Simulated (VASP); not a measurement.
AlP8:

```
Al P
1.0
     3.31000    0.00000    0.00000
     0.00000   10.17612    0.00000
     0.00000    0.00000    4.38000
Al P
1 8
Direct
  0.00000 0.00000 0.66000
  0.50000 0.85701 0.41000
  0.00000 0.85701 0.09000
  0.50000 0.65477 0.59000
  0.00000 0.65477 0.91000
  0.50000 0.34523 0.59000
  0.00000 0.34523 0.91000
  0.50000 0.14299 0.41000
  0.00000 0.14299 0.09000
```

- Program: VASP 6.6.1
- Task: relaxation of cell and atoms
- Functional: PBE
- Dispersion: D3(BJ)
- Potentials or basis: VASP PAW PBE potentials, release 64 (Al, P)
- Cutoff: 600 eV
- k mesh: 6 × 2 × 4
- Occupations: gaussian, width 0.1 eV
- Spin: no spin polarisation

At the start: pressure 9.7 GPa; volume 16.39 Å³/atom.

**Question.** How do energy, volume and symmetry change on relaxing?

**Answer.** Over 17 steps the energy falls by 115.5 meV/atom and the volume is 17.78 Å³/atom (+8.5 %); space group Pmm2 (No. 25, to 0.05 Å).

Step by step:
```
step  energy change (eV)  largest force (eV/Å)  pressure (GPa)  volume (Å³)
   1              0.0000                1.2525            9.69       147.53
   2             -0.5940                0.9056           -5.03       169.61
   3             -0.6843                0.8856           -1.75       162.97
   4             -0.9064                0.6549           -0.85       161.49
   5             -0.9394                0.5432           -0.37       160.87
   6             -0.9427                0.5087           -0.15       160.59
   7             -0.9875                0.2491            0.34       159.88
   8             -0.9915                0.2667            0.64       159.58
   9             -1.0083                0.2338           -0.16       161.17
  10             -1.0116                0.2326           -0.68       162.27
  11             -1.0235                0.1506           -0.09       161.41
  12             -1.0239                0.1880            0.04       161.23
  13             -1.0312                0.0999           -0.03       160.90
  14             -1.0354                0.0623           -0.12       160.39
  15             -1.0391                0.0669            0.16       159.59
  16             -1.0392                0.0626            0.13       159.67
  17             -1.0397                0.0135           -0.18       160.01
```

Final structure:
```
Al P
1.0
     3.24053    0.00000    0.00000
     0.00000   10.94490    0.00000
     0.00000    0.00000    4.51154
Al P
1 8
Cartesian
  3.2405 0.0000 3.1883
  1.6203 9.3322 1.9595
  3.2405 9.2053 0.3378
  1.6203 7.1341 2.5498
  0.0000 7.0922 4.0707
  1.6203 3.8108 2.5498
  0.0000 3.8527 4.0707
  1.6203 1.6127 1.9595
  3.2405 1.7396 0.3378
```
